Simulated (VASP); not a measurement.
# Ta (I4/mmm) in VASP: single point with r2SCAN

Aim: the single point of Ta with r2SCAN.

Everything below comes from runs of VASP 6.6.1. Logs are shortened: lines on timing, memory, paths and dates and some standing lists are left out, and cuts for length are marked.

### Step 1. The cell of the first run

It takes space group I4/mmm (No. 139, tetragonal). Conventional cell: a = 3.567 Å, b = 3.567 Å, c = 3.303 Å, α = 90.00°, β = 90.00°, γ = 90.00°. Ta (site symmetry 4/mmm) has 14 Ta at 3.01 to 3.57 Å within 4.0 Å.

### Step 2. Single point, r2SCAN (strain +0.080 along x and y, +0.000 along z)

Input file POSCAR:

```
Ta
1.0
   -1.7833824000      1.7833824000      1.6512800000
    1.7833824000     -1.7833824000      1.6512800000
    1.7833824000      1.7833824000     -1.6512800000
Ta
1
Direct
    0.0000000000      0.0000000000      0.0000000000
```

Input file INCAR.step1:

```
ALGO = Normal ; EDIFF = 1E-4
ENCUT = 520 ; GGA = PE
ISMEAR = 0 ; LASPH = True
LCHARG = False ; LREAL = False
LWAVE = True ; NBANDS = 12
NELM = 60 ; PREC = Accurate
SIGMA = 0.15
```

Input file INCAR.step2:

```
ALGO = Normal ; EDIFF = 1E-6
ENCUT = 520 ; ISIF = 2
ISMEAR = 0 ; ISTART = 1
LASPH = True ; LCHARG = True
LELF = True ; LMIXTAU = True
LREAL = False ; LVHAR = True
LWAVE = False ; METAGGA = R2SCAN
NBANDS = 12 ; NELM = 60
PREC = Accurate ; SIGMA = 0.15
```

Input file KPOINTS:

```
k-points
0
Gamma
  20 20 20
```

Potentials or basis: VASP PAW PBE potentials, release 64 (Ta_pv).

Started as:

```sh
cat potpaw_PBE.64/Ta_pv/POTCAR > POTCAR
cp INCAR.step1 INCAR
mpirun -np 1 vasp_std > vasp.out
cp INCAR.step2 INCAR
mpirun -np 1 vasp_std > vasp.out
```

OUTCAR:

```text
EDIFF = 1E-6
   ENCUT = 520
   ISIF = 2
   ISMEAR = 0
   ISTART = 1
   LASPH = True
   LREAL = False
   METAGGA = R2SCAN
   NELM = 60
   PREC = Accurate

 ion  position               nearest neighbor table
   1  0.000  0.000  0.000-

  LATTYP: Found a body centered tetragonal cell.
 ALAT       =     3.5667648000
 C/A-ratio  =     0.9259259259

  Lattice vectors:

 A1 = (  -1.7833824000,   1.7833824000,   1.6512800000)
 A2 = (   1.7833824000,  -1.7833824000,   1.6512800000)
 A3 = (   1.7833824000,   1.7833824000,  -1.6512800000)

Analysis of symmetry for initial positions (statically):
=====================================================================
 Subroutine PRICEL returns:
 Original cell was already a primitive cell.

 Routine SETGRP: Setting up the symmetry group for a
 body centered tetragonal supercell.

 Subroutine GETGRP returns: Found 16 space group operations
 (whereof 16 operations were pure point group operations)
 out of a pool of 16 trial point group operations.

The static configuration has the point symmetry D_4h.

Analysis of symmetry for dynamics (positions and initial velocities):
=====================================================================
 Subroutine PRICEL returns:
 Original cell was already a primitive cell.

 Routine SETGRP: Setting up the symmetry group for a
 body centered tetragonal supercell.

 Subroutine GETGRP returns: Found 16 space group operations
 (whereof 16 operations were pure point group operations)
 out of a pool of 16 trial point group operations.

The dynamic configuration has the point symmetry D_4h.

 Subroutine INISYM returns: Found 16 space group operations
 (whereof 16 operations are pure point group operations),
 and found     1 'primitive' translations

----------------------------------------------------------------------------------------

                                     Primitive cell

  volume of cell :      21.0073

  direct lattice vectors                    reciprocal lattice vectors
    -1.783382400  1.783382400  1.651280000     0.000000000  0.280366118  0.302795407
     1.783382400 -1.783382400  1.651280000     0.280366118  0.000000000  0.302795407
     1.783382400  1.783382400 -1.651280000     0.280366118  0.280366118  0.000000000

  length of vectors
     3.014569821  3.014569821  3.014569821     0.412662354  0.412662354  0.396497566

  position of ions in fractional coordinates (direct lattice)
     0.000000000  0.000000000  0.000000000

  ion indices of the primitive-cell ions
   primitive index   ion index
                 1           1

----------------------------------------------------------------------------------------

 KPOINTS: k-points

Automatic generation of k-mesh.
 Grid dimensions read from file:
 generate k-points for:   20   20   20

 Generating k-lattice:

  Cartesian coordinates                     Fractional coordinates (reciprocal lattice)
     0.000000000  0.014018306  0.015139770     0.050000000 -0.000000000  0.000000000
     0.014018306  0.000000000  0.015139770    -0.000000000  0.050000000  0.000000000
     0.014018306  0.014018306  0.000000000     0.000000000  0.000000000  0.050000000

  Length of vectors
     0.020633118  0.020633118  0.019824878

  Shift w.r.t. Gamma in fractional coordinates (k-lattice)
     0.000000000  0.000000000  0.000000000

 Subroutine IBZKPT returns following result:
 ===========================================

 Found    641 irreducible k-points:

 Following reciprocal coordinates:
            Coordinates               Weight
  0.000000  0.000000  0.000000      1.000000
  0.050000 -0.000000  0.000000      8.000000
  0.100000 -0.000000  0.000000      8.000000
  0.150000  0.000000  0.000000      8.000000
  0.200000 -0.000000  0.000000      8.000000
  0.250000  0.000000  0.000000      8.000000
[... 16 lines left out ...]
 -0.400000  0.050000  0.000000     16.000000
 -0.350000  0.050000  0.000000     16.000000
 [... further k-points ...]
   k-points           NKPTS =    641   k-points in BZ     NKDIM =    641   number of bands    NBANDS=     12
   number of dos      NEDOS =    301   number of ions     NIONS =      1
   total plane-waves  NPLWV =  13824
   dimension x,y,z NGX =    24 NGY =   24 NGZ =   24
   dimension x,y,z NGXF=    48 NGYF=   48 NGZF=   48
   ions per type =               1
   NGX,Y,Z   is equivalent  to a cutoff of  13.24, 13.24, 13.24 a.u.
   NGXF,Y,Z  is equivalent  to a cutoff of  26.47, 26.47, 26.47 a.u.
 SYSTEM =  unknown system
   PREC   = accura    normal or accurate (medium, high low for compatibility)
   ISTART =      1    job   : 0-new  1-cont  2-samecut
   ICHARG =      0    charge: 1-file 2-atom 10-const
   ISPIN  =      1    spin polarized calculation?
   LNONCOLLINEAR =      F non collinear calculations
   LSORBIT =      F    spin-orbit coupling
   LASPH  =      T    aspherical Exc in radial PAW
   ENCUT  =  520.0 eV  38.22 Ry    6.18 a.u.   5.61  5.61  5.61*2*pi/ulx,y,z
   NELM   =     60;   NELMIN=  2; NELMDL=  0     # of ELM steps
   EDIFF  = 0.1E-05   stopping-criterion for ELM
   LREAL  =      F    real-space projection
   EDIFFG = 0.1E-04   stopping-criterion for IOM
   NSW    =      0    number of steps for IOM
   IBRION =     -1    ionic relax: 0-MD 1-quasi-New 2-CG
   NFREE  =      0    steps in history (QN), initial steepest desc. (CG)
   ISIF   =      2    stress and relaxation
   ISYM   =      2    0-nonsym 1-usesym 2-fastsym
   POTIM  = 0.5000    time-step for ionic-motion
   TEBEG  =    0.0;   TEEND  =   0.0 temperature during run
   PSTRESS=    0.0 pullay stress
   NELECT =      11.0000    total number of electrons
   NUPDOWN=      -1.0000    fix difference up-down
   EMIN   =  10.00;   EMAX   =-10.00  energy-range for DOS
   EFERMI =   0.00;   METHOD = LEGACY
   ISMEAR =     0;   SIGMA  =   0.15  broadening in eV -4-tet -1-fermi 0-gaus
   EFERMI_NEDOS =   21; number of points for ismear=-14 and -15
   IALGO  =     38    algorithm
   IMIX   =      4    mixing-type and parameters
     AMIX     =   0.40;   BMIX     =  1.00
     AMIX_MAG =   1.60;   BMIX_MAG =  1.00
  volume/ion in A,a.u.               =      21.01       141.76
  Fermi-wavevector in a.u.,A,eV,Ry     =   1.319520  2.493530 23.689538  1.741132
  Thomas-Fermi vector in A             =   2.449412
   LORBIT       =      0    0 simple, 1 ext, 2 COOP (PROOUT), +10 PAW based schemes
   METAGGA = R2SCAN    functional components
   LHFCALC =     F    Hartree Fock is set to
   AEXX    =    0.0000 exact exchange contribution
   IVDW    =     0    specifies the selected vdW correction
   LEPSILON=     F    determine dielectric tensor
   LRPA    =     F    only Hartree local field effects (RPA)
 non-spin polarized calculation
 Gauss-broadening in eV      SIGMA  =   0.15
  energy-cutoff  :      520.00
  volume of cell :       21.01
 maximum number of plane-waves:       581
   NGX = 11   NGY = 11   NGZ = 11

 number of electron      11.0000002 magnetization

 Free energy of the ion-electron system (eV)
  ---------------------------------------------------
  ext. energy  EPLUGINS =         0.00000000
  ---------------------------------------------------
  free energy    TOTEN  =       -48.34191601 eV

  energy without entropy =      -48.32480544  energy(sigma->0) =      -48.33336072

 E-fermi :   4.1901     XC(G=0): -12.9035

 val. band max:        4.1899789425   @ k =   0.3500   0.0000   0.0000
 cond. band min:       4.1976577227   @ k =   0.4500   0.4000   0.0500
 fundamental gap:      0.0076787802
 Fermi energy:         4.1901090151

 k-point     1 :       0.0000    0.0000    0.0000
  band No.  band energies     occupation
      1     -30.7084      2.00000
      2     -30.7084      2.00000
      3     -30.6963      2.00000
      4      -3.5612      2.00000
      5       4.3849      0.06627
      6       5.3182      0.00000
      7       5.3182      0.00000
      8       7.2600      0.00000
      9       8.4774      0.00000
     10      15.5404      0.00000
     11      18.7777      0.00000
     12      18.7777      0.00000

 k-point     2 :       0.0500   -0.0000    0.0000
  band No.  band energies     occupation
      1     -30.7228      2.00000
      2     -30.7148      2.00000
      3     -30.7017      2.00000
      4      -3.4605      2.00000
      5       4.4033      0.04443
      6       5.2882      0.00000
      7       5.3227      0.00000
      8       7.2576      0.00000
      9       8.3935      0.00000
     10      15.5404      0.00000
     11      18.9549      0.00000
     12      18.9618      0.00000

 k-point     3 :       0.1000   -0.0000    0.0000
  band No.  band energies     occupation
      1     -30.7766      2.00000
      2     -30.7331      2.00000
      3     -30.7050      2.00000
      4      -3.1644      2.00000
      5       4.3845      0.06683
      6       5.1770      0.00000
      7       5.4221      0.00000
      8       7.2656      0.00000
      9       8.2034      0.00000
     10      15.5402      0.00000
     11      19.3826      0.00000
     12      19.4979      0.00000
[... 286 lines left out ...]
 k-point    23 :      -0.4000    0.0500    0.0000
  band No.  band energies     occupation
      1     -31.3298      2.00000
      2     -30.9283      2.00000
      3     -30.7306      2.00000
      4       0.0586      2.00000
      5       2.9811      2.00000
      6       4.2473      0.59002
      7       7.9182      0.00000
      8       8.4986      0.00000
      9       9.4794      0.00000
     10      15.4989      0.00000
     11      15.8933      0.00000
     12      17.3415      0.00000

 k-point    24 :      -0.3500    0.0500    0.0000
  band No.  band energies     occupation
      1     -31.2420      2.00000
      2     -30.8956      2.00000
      3     -30.7264      2.00000
      4      -0.3810      2.00000
      5       3.2061      2.00000
      6       4.0416      1.83845
      7       7.8406      0.00000
      8       8.1890      0.00000
      9       8.5779      0.00000
     10      15.5323      0.00000
     11      16.9114      0.00000
     12      18.5761      0.00000

 [... further k-points ...]
[... 5 lines left out ...]
  --------------------------------------------------------------------------------------
  -------------------------------------------------------------------------------------
  Total       -3.0874388     -3.0874388     -2.6472576      0.0000000     -0.0000000      0.0000000
  in kB     -235.4720015   -235.4720015   -201.9003730      0.0000000     -0.0000000      0.0000000
  external PRESSURE =    -224.2814587 kB  Pullay stress =       0.0000000 kB

 VOLUME and BASIS-vectors are now :
 -----------------------------------------------------------------------------
  energy-cutoff  :      520.00
  volume of cell :       21.01
      direct lattice vectors                 reciprocal lattice vectors
    -1.783382400  1.783382400  1.651280000     0.000000000  0.280366118  0.302795407
     1.783382400 -1.783382400  1.651280000     0.280366118  0.000000000  0.302795407
     1.783382400  1.783382400 -1.651280000     0.280366118  0.280366118  0.000000000

 POSITION                                       TOTAL-FORCE (eV/Angst)
 -----------------------------------------------------------------------------------
      0.00000      0.00000      0.00000        -0.000000      0.000000      0.000000
 -----------------------------------------------------------------------------------
    total drift:                                0.000000      0.000000      0.000000

  FREE ENERGIE OF THE ION-ELECTRON SYSTEM (eV)
  ---------------------------------------------------
  free  energy   TOTEN  =       -48.3419160073 eV

  energy  without entropy=      -48.3248054398  energy(sigma->0) =      -48.33336072
```

It took 4.7 min on 1 thread of Intel Xeon Platinum 8259CL at 2.50GHz (Skylake/Cascade Lake), shared host; peak memory 0.27 GiB.

Results:

```yaml
Free_energy: -48.3419 eV
Pressure: -22.4 GPa
Band_gap_on_the_k_mesh: zero (an odd number of electrons rules out a gap without spin polarisation)
```

Caveat: the cell differs from its parent crystal (strain +0.080 along x and y, +0.000 along z); the cell stands under tension; the PAW data sets were made with another functional, which shifts forces and pressure a little; spin-orbit coupling is left out, which moves the levels of the heavy elements.
